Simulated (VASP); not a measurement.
Crystal: LiH.

```xyz
2
Lattice="2.5374 0.0000 0.0000 0.0000 2.5374 0.0000 0.0000 0.0000 2.5017" Properties=species:S:1:pos:R:3 pbc="T T T"
Li    0.0000    0.0000    0.0000
H     1.2687    1.2687    1.2508
```

This cell differs from its parent crystal: biaxial xy strain +1.4%.

Base run:

- Program: VASP 6.6.1
- Functional: r2SCAN
- Potentials or basis: VASP PAW PBE potentials, release 64 (Li_sv, H)
- Cutoff: 520 eV
- k mesh: 10 × 10 × 10
- Occupations: gaussian, width 0.01 eV
- Spin: no spin polarisation

Its results: band gap on the k mesh 1.24 eV (least direct gap 4.81 eV).

Task: The run is repeated on the same cell with these changes: functional from r2SCAN to HSE06; k mesh from 10 × 10 × 10 to 8 × 8 × 8. What comes out?

Result: Band gap on the k mesh 1.38 eV (least direct gap 5.19 eV).

Several settings changed at once.

A k mesh can miss the band edges.
